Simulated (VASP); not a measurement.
# GaReSi (P4/nmm) in VASP: single point with PBE

Aim: the single point of GaReSi with PBE.

Program: VASP 6.6.1. These are calculated values, not measurements. Logs are shortened: lines on timing, memory, paths and dates and some standing lists are left out, and cuts for length are marked.

## 1. The cell of the first run

It takes space group P4/nmm (No. 129, tetragonal). The conventional cell has a = 3.210 Å, b = 3.210 Å, c = 8.115 Å, α = 90.00°, β = 90.00°, γ = 90.00°. Within 3.5 Å of Ga (site symmetry 4mm) lie 8 Ga at 2.67 to 3.21 Å and 1 Si at 2.67 Å and 5 Re at 2.72 to 2.90 Å. Si (site symmetry 4mm) has 5 Re at 2.54 to 2.55 Å and 8 Si at 2.65 to 3.21 Å and 1 Ga at 2.67 Å within 3.4 Å. Within 3.4 Å of Re (site symmetry 4mm) lie 5 Si at 2.54 to 2.55 Å and 5 Ga at 2.72 to 2.90 Å and 4 Re at 3.21 Å.

## 2. Single point, PBE

INCAR

```
PREC = Accurate ; ENCUT = 520
EDIFF = 1E-7 ; ISMEAR = 0
SIGMA = 0.01 ; LREAL = F
LASPH = T ; NELM = 100
ALGO = Fast ; ISIF = 2
LWAVE = F ; LCHARG = F
GGA = PE ; NBANDS = 33
```

KPOINTS

```
Automatic mesh
0
Gamma
  12 12 6
```

POSCAR

```
GaReSi
1.0
    3.2103103542      0.0000000000      0.0000000000
    0.0000000000      3.2103103542      0.0000000000
    0.0000000000      0.0000000000      8.1154343491
Ga Si Re
2 2 2
Direct
    0.5000000000      0.0000000000      0.9136582377
    0.0000000000      0.5000000000      0.0863417623
    0.0000000000      0.5000000000      0.4155231367
    0.5000000000      0.0000000000      0.5844768633
    0.0000000000      0.5000000000      0.7287746583
    0.5000000000      0.0000000000      0.2712253417
```

Potentials or basis: VASP PAW PBE potentials, release 64 (Ga_d, Si, Re).

Run with:

```sh
$ cat potpaw_PBE.64/Ga_d/POTCAR potpaw_PBE.64/Si/POTCAR potpaw_PBE.64/Re/POTCAR > POTCAR
$ mpirun -np 1 vasp_std > vasp.out
```

OUTCAR:

```text
PREC = Accurate
   ENCUT = 520
   EDIFF = 1E-7
   ISMEAR = 0
   LREAL = F
   LASPH = T
   NELM = 100
   ISIF = 2
   GGA = PE

 ion  position               nearest neighbor table
   1  0.500  0.000  0.914-   2 2.67   2 2.67   2 2.67   2 2.67   4 2.67   5 2.72   5 2.72   5 2.72
                             5 2.72   6 2.90
   2  0.000  0.500  0.086-   1 2.67   1 2.67   1 2.67   1 2.67   3 2.67   6 2.72   6 2.72   6 2.72
                             6 2.72   5 2.90
   3  0.000  0.500  0.416-   5 2.54   6 2.55   6 2.55   6 2.55   6 2.55   4 2.65   4 2.65   4 2.65
                             4 2.65   2 2.67
   4  0.500  0.000  0.584-   6 2.54   5 2.55   5 2.55   5 2.55   5 2.55   3 2.65   3 2.65   3 2.65
                             3 2.65   1 2.67
   5  0.000  0.500  0.729-   3 2.54   4 2.55   4 2.55   4 2.55   4 2.55   1 2.72   1 2.72   1 2.72
                             1 2.72   2 2.90
   6  0.500  0.000  0.271-   4 2.54   3 2.55   3 2.55   3 2.55   3 2.55   2 2.72   2 2.72   2 2.72
                             2 2.72   1 2.90

  LATTYP: Found a simple tetragonal cell.
 ALAT       =     3.2103103542
 C/A-ratio  =     2.5279282853

  Lattice vectors:

 A1 = (   3.2103103542,   0.0000000000,   0.0000000000)
 A2 = (   0.0000000000,   3.2103103542,   0.0000000000)
 A3 = (   0.0000000000,   0.0000000000,   8.1154343491)

Analysis of symmetry for initial positions (statically):
=====================================================================
 Subroutine PRICEL returns:
 Original cell was already a primitive cell.

 Routine SETGRP: Setting up the symmetry group for a
 simple tetragonal supercell.

 Subroutine GETGRP returns: Found 16 space group operations
 (whereof  8 operations were pure point group operations)
 out of a pool of 16 trial point group operations.

The static configuration has the point symmetry D_2d.
 The point group associated with its full space group is D_4h.

Analysis of symmetry for dynamics (positions and initial velocities):
=====================================================================
 Subroutine PRICEL returns:
 Original cell was already a primitive cell.

 Routine SETGRP: Setting up the symmetry group for a
 simple tetragonal supercell.

 Subroutine GETGRP returns: Found 16 space group operations
 (whereof  8 operations were pure point group operations)
 out of a pool of 16 trial point group operations.

The dynamic configuration has the point symmetry D_2d.
 The point group associated with its full space group is D_4h.

 Subroutine INISYM returns: Found 16 space group operations
 (whereof  8 operations are pure point group operations),
 and found     1 'primitive' translations

----------------------------------------------------------------------------------------

                                     Primitive cell

  volume of cell :      83.6384

  direct lattice vectors                    reciprocal lattice vectors
     3.210310354  0.000000000  0.000000000     0.311496363  0.000000000  0.000000000
     0.000000000  3.210310354  0.000000000     0.000000000  0.311496363  0.000000000
     0.000000000  0.000000000  8.115434349     0.000000000  0.000000000  0.123221994

  length of vectors
     3.210310354  3.210310354  8.115434349     0.311496363  0.311496363  0.123221994

  position of ions in fractional coordinates (direct lattice)
     0.500000000  0.000000000  0.913658238
     0.000000000  0.500000000  0.086341762
     0.000000000  0.500000000  0.415523137
     0.500000000  0.000000000  0.584476863
     0.000000000  0.500000000  0.728774658
     0.500000000  0.000000000  0.271225342

  ion indices of the primitive-cell ions
   primitive index   ion index
                 1           1
                 2           2
                 3           3
                 4           4
                 5           5
                 6           6

----------------------------------------------------------------------------------------

 KPOINTS: Automatic mesh

Automatic generation of k-mesh.
 Grid dimensions read from file:
 generate k-points for:   12   12    6

 Generating k-lattice:

  Cartesian coordinates                     Fractional coordinates (reciprocal lattice)
     0.025958030  0.000000000  0.000000000     0.083333333  0.000000000  0.000000000
     0.000000000  0.025958030  0.000000000     0.000000000  0.083333333  0.000000000
     0.000000000  0.000000000  0.020536999     0.000000000  0.000000000  0.166666667

  Length of vectors
     0.025958030  0.025958030  0.020536999

  Shift w.r.t. Gamma in fractional coordinates (k-lattice)
     0.000000000  0.000000000  0.000000000

 Subroutine IBZKPT returns following result:
 ===========================================

 Found    112 irreducible k-points:

 Following reciprocal coordinates:
            Coordinates               Weight
  0.000000  0.000000  0.000000      1.000000
  0.083333  0.000000  0.000000      4.000000
  0.166667  0.000000  0.000000      4.000000
  0.250000  0.000000  0.000000      4.000000
  0.333333  0.000000  0.000000      4.000000
  0.416667  0.000000  0.000000      4.000000
[... 16 lines left out ...]
  0.333333  0.333333  0.000000      4.000000
  0.416667  0.333333  0.000000      8.000000
 [... further k-points ...]
   k-points           NKPTS =    112   k-points in BZ     NKDIM =    112   number of bands    NBANDS=     33
   number of dos      NEDOS =    301   number of ions     NIONS =      6
   total plane-waves  NPLWV =  34560
   dimension x,y,z NGX =    24 NGY =   24 NGZ =   60
   dimension x,y,z NGXF=    48 NGYF=   48 NGZF=  120
   ions per type =               2   2   2
   NGX,Y,Z   is equivalent  to a cutoff of  12.43, 12.43, 12.29 a.u.
   NGXF,Y,Z  is equivalent  to a cutoff of  24.86, 24.86, 24.58 a.u.
 SYSTEM =  unknown system
   PREC   = accura    normal or accurate (medium, high low for compatibility)
   ISTART =      0    job   : 0-new  1-cont  2-samecut
   ICHARG =      2    charge: 1-file 2-atom 10-const
   ISPIN  =      1    spin polarized calculation?
   LNONCOLLINEAR =      F non collinear calculations
   LSORBIT =      F    spin-orbit coupling
   LASPH  =      T    aspherical Exc in radial PAW
   ENCUT  =  520.0 eV  38.22 Ry    6.18 a.u.   5.97  5.97 15.09*2*pi/ulx,y,z
   NELM   =    100;   NELMIN=  2; NELMDL= -5     # of ELM steps
   EDIFF  = 0.1E-06   stopping-criterion for ELM
   LREAL  =      F    real-space projection
   EDIFFG = 0.1E-05   stopping-criterion for IOM
   NSW    =      0    number of steps for IOM
   IBRION =     -1    ionic relax: 0-MD 1-quasi-New 2-CG
   NFREE  =      0    steps in history (QN), initial steepest desc. (CG)
   ISIF   =      2    stress and relaxation
   ISYM   =      2    0-nonsym 1-usesym 2-fastsym
   POTIM  = 0.5000    time-step for ionic-motion
   TEBEG  =    0.0;   TEEND  =   0.0 temperature during run
   PSTRESS=    0.0 pullay stress
   NELECT =      48.0000    total number of electrons
   NUPDOWN=      -1.0000    fix difference up-down
   EMIN   =  10.00;   EMAX   =-10.00  energy-range for DOS
   EFERMI =   0.00;   METHOD = LEGACY
   ISMEAR =     0;   SIGMA  =   0.01  broadening in eV -4-tet -1-fermi 0-gaus
   EFERMI_NEDOS =   21; number of points for ismear=-14 and -15
   IALGO  =     68    algorithm
   IMIX   =      4    mixing-type and parameters
     AMIX     =   0.40;   BMIX     =  1.00
     AMIX_MAG =   1.60;   BMIX_MAG =  1.00
  volume/ion in A,a.u.               =      13.94        94.07
  Fermi-wavevector in a.u.,A,eV,Ry     =   1.360463  2.570902 25.182462  1.850859
  Thomas-Fermi vector in A             =   2.487123
   LORBIT       =      0    0 simple, 1 ext, 2 COOP (PROOUT), +10 PAW based schemes
   GGA     = PE    functional components
   LHFCALC =     F    Hartree Fock is set to
   AEXX    =    0.0000 exact exchange contribution
   IVDW    =     0    specifies the selected vdW correction
   LEPSILON=     F    determine dielectric tensor
   LRPA    =     F    only Hartree local field effects (RPA)
 non-spin polarized calculation
 RMM-DIIS sequential band-by-band and
 Gauss-broadening in eV      SIGMA  =   0.01
  energy-cutoff  :      520.00
  volume of cell :       83.64
 maximum number of plane-waves:      2278
 NGX is ok and might be reduce to    24
   NGX = 11   NGY = 11   NGZ = 31

 number of electron      48.0000009 magnetization

 Free energy of the ion-electron system (eV)
  ---------------------------------------------------
  ext. energy  EPLUGINS =         0.00000000
  ---------------------------------------------------
  free energy    TOTEN  =       -43.28503296 eV

  energy without entropy =      -43.28503296  energy(sigma->0) =      -43.28503296

 E-fermi :   9.2421     XC(G=0): -12.6659

 val. band max:        9.1888857117   @ k =   0.0000   0.0000   0.3333
 cond. band min:       9.3862419206   @ k =   0.2500   0.0000   0.0000
 fundamental gap:      0.1973562088
 Fermi energy:         9.2421487802

 k-point     1 :       0.0000    0.0000    0.0000
  band No.  band energies     occupation
      1      -5.9839      2.00000
      2      -5.9063      2.00000
      3      -5.8506      2.00000
      4      -5.8036      2.00000
      5      -5.8036      2.00000
      6      -5.6678      2.00000
[... 25 lines left out ...]
     32      15.2245      0.00000
     33      15.2518      0.00000

 k-point     2 :       0.0833    0.0000    0.0000
  band No.  band energies     occupation
      1      -5.9755      2.00000
      2      -5.9018      2.00000
      3      -5.8581      2.00000
      4      -5.8106      2.00000
      5      -5.8005      2.00000
      6      -5.6892      2.00000
[... 25 lines left out ...]
     32      15.3043      0.00000
     33      15.9101      0.00000
[... 754 lines left out ...]
     32      13.3190      0.00000
     33      16.0757      0.00000

 k-point    24 :       0.4167    0.3333    0.0000
  band No.  band energies     occupation
      1      -5.9602      2.00000
      2      -5.9130      2.00000
      3      -5.8544      2.00000
      4      -5.7871      2.00000
      5      -5.7470      2.00000
      6      -5.6902      2.00000
[... 25 lines left out ...]
     32      13.7405      0.00000
     33      15.0118      0.00000

 [... further k-points ...]

------------------------ aborting loop because EDIFF is reached ----------------------------------------

  FORCE on cell =-STRESS in cart. coord.  units (eV):
  Direction    XX          YY          ZZ          XY          YZ          ZX
  --------------------------------------------------------------------------------------
  -------------------------------------------------------------------------------------
  Total        0.1484218      0.1484218      0.1450745      0.0000000      0.0000000      0.0000000
  in kB        2.8431680      2.8431680      2.7790466      0.0000000      0.0000000      0.0000000
  external PRESSURE =       2.8217942 kB  Pullay stress =       0.0000000 kB

 VOLUME and BASIS-vectors are now :
 -----------------------------------------------------------------------------
  energy-cutoff  :      520.00
  volume of cell :       83.64
      direct lattice vectors                 reciprocal lattice vectors
     3.210310354  0.000000000  0.000000000     0.311496363  0.000000000  0.000000000
     0.000000000  3.210310354  0.000000000     0.000000000  0.311496363  0.000000000
     0.000000000  0.000000000  8.115434349     0.000000000  0.000000000  0.123221994

 POSITION                                       TOTAL-FORCE (eV/Angst)
 -----------------------------------------------------------------------------------
      1.60516      0.00000      7.41473        -0.000000      0.000000      0.003155
      0.00000      1.60516      0.70070         0.000000      0.000000     -0.003155
      0.00000      1.60516      3.37215         0.000000      0.000000      0.012747
      1.60516      0.00000      4.74328         0.000000      0.000000     -0.012747
      0.00000      1.60516      5.91432         0.000000      0.000000     -0.008299
      1.60516      0.00000      2.20111         0.000000     -0.000000      0.008299
 -----------------------------------------------------------------------------------
    total drift:                                0.000000      0.000000      0.000000

  FREE ENERGIE OF THE ION-ELECTRON SYSTEM (eV)
  ---------------------------------------------------
  free  energy   TOTEN  =       -43.2850329618 eV

  energy  without entropy=      -43.2850329618  energy(sigma->0) =      -43.28503296
```

Wall time 6.6 min (1 thread of AMD EPYC 9R45 (Zen 5), shared host); peak memory 0.36 GiB.

Results:

```
Free energy            : -43.2850 eV
Pressure               : 0.3 GPa
Largest force          : 0.013 eV/Å
Band gap on the k mesh : 0.20 eV (least direct gap 0.87 eV)
```

Forces on the atoms (eV/Å):
```
Ga   0.000  0.000  0.003
Ga   0.000  0.000 -0.003
Si   0.000  0.000  0.013
Si   0.000  0.000 -0.013
Re   0.000  0.000 -0.008
Re   0.000  0.000  0.008
```

Caveat: spin-orbit coupling is left out, which moves the levels of the heavy elements.
